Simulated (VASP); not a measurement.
Set up this calculation in VASP 6.6.1, as the native input.

```yaml
Task: relaxation of the atoms
Functional: PBEsol
Potentials_or_basis: VASP PAW PBE potentials, release 64 (B, N)
Cutoff: 520 eV
k_mesh: 12 × 12 × 1
Occupations: gaussian, width 0.05 eV
Spin: no spin polarisation
Dipole_correction: yes
Further_INCAR_settings: ALGO = Normal; EDIFF = 1e-06; IBRION = 2; EDIFFG = -0.02; NSW = 80
```

The structure of BN lies in POSCAR:

```
BN
1.0
    2.5043488730      0.0000000000      0.0000000000
   -1.2521744365      2.1688297439      0.0000000000
    0.0000000000      0.0000000000     25.5286415822
B N
4 4
Direct
    0.6666666667      0.3333333333      0.2937876650
    0.3333333333      0.6666666667      0.4312625550
    0.6666666667      0.3333333333      0.5687374450
    0.3333333333      0.6666666667      0.7062123350
    0.3333333333      0.6666666667      0.2937876650
    0.6666666667      0.3333333333      0.4312625550
    0.3333333333      0.6666666667      0.5687374450
    0.6666666667      0.3333333333      0.7062123350
```

One way to write it, as run:

INCAR

```
ALGO     = Normal         # electronic algorithm
DIPOL    = 0.5 0.5 0.500
EDIFF    = 1E-6           # SCF threshold, eV
EDIFFG   = -0.02          # ionic threshold
ENCUT    = 520            # plane-wave cutoff, eV
GGA      = PS             # functional
IBRION   = 2              # ionic algorithm
IDIPOL   = 3            
ISIF     = 2              # what is computed and relaxed
ISMEAR   = 0              # smearing method
LASPH    = True           # aspherical terms in the spheres
LCHARG   = False          # write CHGCAR
LDIPOL   = True         
LREAL    = False          # projectors in reciprocal space
LWAVE    = False          # write WAVECAR
NELM     = 80             # most SCF steps
NSW      = 80             # ionic steps
PREC     = Accurate       # precision mode
SIGMA    = 0.05           # smearing width, eV
```

KPOINTS

```
k-points
0
Gamma
  12 12 1
```

Potentials or basis: VASP PAW PBE potentials, release 64 (B, N).

The run is started by

```sh
$ cat potpaw_PBE.64/B/POTCAR potpaw_PBE.64/N/POTCAR > POTCAR
$ mpirun -np 1 vasp_std > vasp.out
```

It gave:

```yaml
Energy_gained_by_relaxing: 0.0 meV/atom
Ionic_steps: 2
Largest_force_after_relaxing: 0.011 eV/Å
Band_gap_on_the_k_mesh: 4.31 eV (least direct gap 4.62 eV)
```

Caveat: the PAW data sets were made with another functional, which shifts forces and pressure a little.

It took 2 min on 1 thread of Intel(R) Xeon(R) Platinum 8375C CPU @ 2.90GHz (Ice Lake), on a shared host, peak memory 0.28 GiB.
